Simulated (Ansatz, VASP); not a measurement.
## Two plane-wave programs on V

```
V
1.0
    -1.51300    1.51300    1.51300
     1.51300   -1.51300    1.51300
     1.51300    1.51300   -1.51300
V
1
Direct
  0.00000 0.00000 0.00000
```

Alike in both runs: task electric field gradients; functional PBEsol; k mesh 19 × 19 × 19; occupations fermi-dirac, width 0.03 eV; collinear spin.

```csv
,VASP,Ansatz
version,VASP 6.6.1,Ansatz 0.2.0
potentials or method,"VASP PAW PBE potentials, release 64 (V_sv)","PAW with Ansatz's default frozen-core files, scalar-relativistic"
plane-wave cutoff (eV),520,420
valence electrons in the cell,13,13
```

|  | VASP | Ansatz | Ansatz less VASP |
| --- | --- | --- | --- |
| pressure (GPa) | -11.6 | -11.8 | -0.18 |
| net moment per atom (μB) | 0.00 | 0.00 | 0.000 |

VASP's potentials were made for PBE, not for PBEsol. Ansatz's warnings: seeded moment not kept.
